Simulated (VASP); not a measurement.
Input of a VASP 6.6.1 run:

File INCAR:

```
PREC = Accurate
ENCUT = 520
EDIFF = 1E-7
ISMEAR = -1
SIGMA = 0.05
LREAL = False
LASPH = True
NELM = 80
ALGO = Normal
ISIF = 2
LWAVE = False
LCHARG = False
GGA = PS
NBANDS = 20
```

File KPOINTS:

```
regular mesh
0
Gamma
  7 7 7
```

Contents of POSCAR:

```
CdF2
1.0
    0.0000000000      2.7478800000      2.6940000000
    2.7478800000      0.0000000000      2.6940000000
    2.7478800000      2.7478800000      0.0000000000
Cd F
1 2
Direct
    0.0000000000      0.0000000000      0.0000000000
    0.7500000000      0.7500000000      0.7500000000
    0.2500000000      0.2500000000      0.2500000000
```

Potentials or basis: VASP PAW PBE potentials, release 64 (Cd, F).

Run with:

```console
$ cat potpaw_PBE.64/Cd/POTCAR potpaw_PBE.64/F/POTCAR > POTCAR
$ mpirun -np 1 vasp_std > vasp.out
```

(1) Predict the band gap on the k mesh.

(2) What does it give for the pressure?

## Answers

(1) 2.80 eV, indirect (least direct gap 3.29 eV).

(2) -3.5 GPa.

Caveat: the PAW data sets were made with another functional, which shifts forces and pressure a little.
